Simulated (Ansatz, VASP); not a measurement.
# Co in VASP and in Ansatz

```xyz
2
Lattice="0.0000 2.4904 2.4904 2.4904 0.0000 2.4904 2.4904 2.4904 0.0000" Properties=species:S:1:pos:R:3 pbc="T T T"
Co    0.6226    0.6226    0.6226
Co    4.3582    4.3582    4.3582
```

Alike in both runs: task single point; functional revPBE; k mesh 12 × 12 × 12; occupations fermi-dirac, width 0.05 eV; collinear spin.

|  | VASP | Ansatz |
| --- | --- | --- |
| version | VASP 6.6.1 | Ansatz 0.2.0 |
| potentials or method | VASP PAW PBE potentials, release 64 (Co), cutoff 520 eV | plane waves (420 eV) with PAW, scalar-relativistic |
| valence electrons in the cell | 18 | 34 |

|  | VASP | Ansatz | Ansatz less VASP |
| --- | --- | --- | --- |
| pressure (GPa) | 8.6 | 9.6 | +0.96 |
| net moment per atom (μB) | 1.71 | 1.71 | +0.005 |
| size of the moment on the site where the two differ most (μB) | 1.69 | 1.72 | +0.026 |

VASP's potentials were made for PBE, not for revPBE. Site moments also hang on the region over which each program counts them. VASP's potentials hold 18 valence electrons a cell and Ansatz's 34, so a difference there can come from the potentials and not from the codes.
